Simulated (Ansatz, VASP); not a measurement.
One calculation of TePb, two programs

```
Te Pb
1.0
     0.00000    3.23100    3.23100
     3.23100    0.00000    3.23100
     3.23100    3.23100    0.00000
Te Pb
1 1
Direct
  0.50000 0.50000 0.50000
  0.00000 0.00000 0.00000
```

Alike in both runs: task single point; functional LDA; k mesh 6 × 6 × 6; no spin polarisation.

```csv
,VASP,Ansatz
version,VASP 6.6.1,Ansatz 0.2.0
potentials or method,"VASP PAW LDA potentials, release 64 (Te, Pb_d), cutoff 500 eV","all-electron LAPW, scalar-relativistic"
occupations,"gaussian, width 0.01 eV",fixed
```

```csv
,VASP,Ansatz,Ansatz less VASP
gap on the k mesh at the Fermi level (eV),0.64,0.65,+0.011
pressure (GPa),-1.6,-1.7,-0.05
```

LDA's correlation is that of Perdew and Zunger in VASP and of Perdew and Wang (1992) in Ansatz. Ansatz ran all-electron here, and VASP with PAW potentials.

Neither program's run includes spin-orbit coupling.
